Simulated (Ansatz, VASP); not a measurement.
Sc2Si: VASP beside Ansatz

```
Sc Si
1.0
     0.00000    3.95972    3.95972
     3.95972    0.00000    3.95972
     3.95972    3.95972    0.00000
Sc Si
4 2
Direct
  0.12500 0.12500 0.12500
  0.62500 0.12500 0.12500
  0.12500 0.12500 0.62500
  0.12500 0.62500 0.12500
  0.50000 0.50000 0.50000
  0.75000 0.75000 0.75000
```

Alike in both runs: functional PBE; k mesh 8 × 8 × 8; occupations gaussian, width 0.1 eV; no spin polarisation.

Ansatz relaxed the structure, and its values are those at the end. VASP's run is a single point on that final structure, the one shown.

|  | VASP | Ansatz |
| --- | --- | --- |
| version | VASP 6.6.1 | Ansatz 0.2.0 |
| potentials or method | VASP PAW PBE potentials, release 64 (Sc_sv, Si), cutoff 520 eV | scalar-relativistic, plane waves, PAW |
| valence electrons in the cell | 52 | 52 |

|  | VASP | Ansatz | Ansatz less VASP |
| --- | --- | --- | --- |
| gap on the k mesh at the Fermi level (eV) | none | none | - |
| pressure (GPa) | 0.1 | 0.0 | -0.10 |

A gap of «none» marks a metal or a gap that the smearing closes.
